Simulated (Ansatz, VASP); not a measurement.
# Two plane-wave programs on MgO

INCAR

```
SYSTEM = MgO
PREC = Accurate
ENCUT = 600
EDIFF = 1E-6
ISMEAR = 0
SIGMA = 0.02
LREAL = .False.
LASPH = .True.
NELM = 120
ALGO = Normal
ISIF = 2
LWAVE = .False.
LCHARG = .True.
GGA = CA
LELF = .True.
LVHAR = .True.
NBANDS = 11
GGA_COMPAT = .False.
```

File KPOINTS:

```
regular mesh
0
Gamma
  10 10 10
  0 0 0
```

Contents of POSCAR:

```
MgO
1.0
    0.0000000000      2.0803236700      2.0803236700
    2.0803236700      0.0000000000      2.0803236700
    2.0803236700      2.0803236700      0.0000000000
Mg O
1 1
Direct
    0.0000000000      0.0000000000      0.0000000000
    0.5000000000      0.5000000000      0.5000000000
```

Input for Ansatz:

```yaml
crystal:
  lattice:
    - [0.0, 2.08032367, 2.08032367]
    - [2.08032367, 0.0, 2.08032367]
    - [2.08032367, 2.08032367, 0.0]
  atoms:
    - { symbol: Mg, position: [0.0, 0.0, 0.0] }
    - { symbol: O, position: [0.5, 0.5, 0.5] }
basis:
  ecutwfc: 420
kpoints:
  mp_grid: { grid: [10, 10, 10] }
  band_path:
    path:
      - [[0.0, 0.0, 0.0], [0.5, 0.0, 0.5], [0.625, 0.25, 0.625]]
      - [[0.375, 0.375, 0.75], [0.0, 0.0, 0.0], [0.5, 0.5, 0.5], [0.5, 0.25, 0.75], [0.5, 0.0, 0.5]]
    npoints: 10
hamiltonian:
  xc: lda
  pseudopotentials: { kind: paw, azcp: { folder: soft_1 } }
scf:
  occupations: { method: gaussian, width: 0.02 }
  n_extra_bands: 7
output:
  forces: true
  stress: true
  eigenvalues: true
```

Alike in both runs: task single point; functional LDA; k mesh 10 × 10 × 10; occupations gaussian, width 0.02 eV; no spin polarisation.

|  | VASP | Ansatz |
| --- | --- | --- |
| version | VASP 6.6.1 | Ansatz 0.2.0 |
| potentials or method | VASP PAW LDA potentials, release 64 (Mg, O), cutoff 600 eV | scalar-relativistic, plane waves, PAW |
| valence electrons in the cell | 8 | 16 |

VASP gave:

```
gap on the k mesh at the Fermi level (eV) : 5.03
least direct gap on the mesh (eV)         : 5.03
pressure (GPa)                            : -2.1
```

Estimate Ansatz's values.

gap on the k mesh at the Fermi level (eV): 5.03; least direct gap on the mesh (eV): 5.03; pressure (GPa): 0.0.

Ansatz warns that its potentials were made for another functional, while VASP's fit it. LDA's correlation is that of Perdew and Zunger in VASP and of Perdew and Wang (1992) in Ansatz. VASP's potentials hold 8 valence electrons a cell and Ansatz's 16, so a difference there can come from the potentials and not from the codes.
